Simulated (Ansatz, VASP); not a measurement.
## One calculation of BiTe2N, two programs

```
CELL_PARAMETERS angstrom
-2.89929 2.89929 2.94732
2.89929 -2.89929 2.94732
2.89929 2.89929 -2.94732
ATOMIC_POSITIONS crystal
Bi 0.50000 0.50000 0.00000
Te 0.75000 0.25000 0.50000
Te 0.25000 0.75000 0.50000
N 0.00000 0.00000 0.00000
```

Alike in both runs: functional PBE; k mesh 12 × 12 × 12; occupations gaussian, width 0.1 eV; no spin polarisation.

Ansatz relaxed the structure, and its values are those at the end. VASP's run is a single point on that final structure, the one shown.

```csv
,VASP,Ansatz
version,VASP 6.6.1,Ansatz 0.2.0
potentials or method,"VASP PAW PBE potentials, release 64 (Bi_d, Te, N), cutoff 520 eV","scalar-relativistic, plane waves, PAW"
valence electrons in the cell,32,52
```

Ansatz gave:

```
gap on the k mesh at the Fermi level (eV) : none
pressure (GPa)                            : 0.0
```

Task: Which values does VASP return?

Result: gap on the k mesh at the Fermi level (eV): none; pressure (GPa): -0.1.

A gap of «none» marks a metal or a gap that the smearing closes. The functional is the same, so the differences come from potentials, cutoffs and numerics. VASP's potentials hold 32 valence electrons a cell and Ansatz's 52, so a difference there can come from the potentials and not from the codes.

Spin-orbit coupling is off throughout.
